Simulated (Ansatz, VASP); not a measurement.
ZnCd2SeS2 in VASP and in Ansatz

```
CELL_PARAMETERS angstrom
-2.06892 6.17810 2.94456
2.06892 -6.17810 2.94456
2.06892 6.17810 -2.94456
ATOMIC_POSITIONS crystal
Zn 0.98432 0.98432 0.00000
Cd 0.33925 0.00751 0.33174
Cd 0.67576 0.00751 0.66826
Se 0.22255 0.72255 0.50000
S 0.60480 0.76406 0.84074
S 0.92332 0.76406 0.15926
```

Alike in both runs: functional PBE; k mesh 8 × 8 × 8; no spin polarisation.

Ansatz relaxed the structure, and its values are those at the end. VASP's run is a single point on that final structure, the one shown.

|  | VASP | Ansatz |
| --- | --- | --- |
| version | VASP 6.6.1 | Ansatz 0.2.0 |
| potentials or method | VASP PAW PBE potentials, release 64 (Zn, Cd, Se, S), cutoff 500 eV | scalar-relativistic, plane waves, PAW |
| occupations | gaussian, width 0.01 eV | fixed |
| valence electrons in the cell | 54 | 80 |

```csv
,VASP,Ansatz,Ansatz less VASP
gap on the k mesh at the Fermi level (eV),1.03,1.03,-0.003
least direct gap on the mesh (eV),1.03,1.03,-0.003
pressure (GPa),0.2,0.0,-0.24
rms of the force components (eV/Å),0.007,0.000,-0.0067
```

VASP's potentials hold 54 valence electrons a cell and Ansatz's 80, so a difference there can come from the potentials and not from the codes.
